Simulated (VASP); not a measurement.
Input of a VASP 6.6.1 run:

File INCAR:

```
SYSTEM = SiNi
PREC = Accurate ; ENCUT = 520
EDIFF = 1E-7 ; ISMEAR = 0
SIGMA = 0.1 ; LREAL = .False.
LASPH = .True. ; NELM = 120
ALGO = Normal ; ISIF = 2
LWAVE = .False. ; LCHARG = .False.
GGA = PE ; IBRION = 2
NSW = 50 ; EDIFFG = -0.01
GGA_COMPAT = .False. ; NELMIN = 4
```

KPOINTS

```
regular mesh
0
Gamma
  8 8 8
  0 0 0
```

POSCAR

```
SiNi
1.0
    4.5633461778      0.0000000000      0.0000000000
    0.0000000000      4.5633461778      0.0000000000
    0.0000000000      0.0000000000      4.5633461778
Si Ni
4 4
Direct
    0.6535143069      0.1535143069      0.3464856931
    0.1535143069      0.3464856931      0.6535143069
    0.3464856931      0.6535143069      0.1535143069
    0.8464856931      0.8464856931      0.8464856931
    0.3510316317      0.8510316317      0.6489683683
    0.8510316317      0.6489683683      0.3510316317
    0.6489683683      0.3510316317      0.8510316317
    0.1489683683      0.1489683683      0.1489683683
```

Potentials or basis: VASP PAW PBE potentials, release 64 (Si, Ni).

Run with:

```sh
$ cat potpaw_PBE.64/Si/POTCAR potpaw_PBE.64/Ni/POTCAR > POTCAR
$ mpirun -np 1 vasp_std > vasp.out
```

(1) What does it give for the energy gained by relaxing?

(2) Estimate the band gap on the k mesh.

Answers

(1) 0.1 meV/atom.

(2) zero (bands 28 and 29 overlap by 1.11 eV).
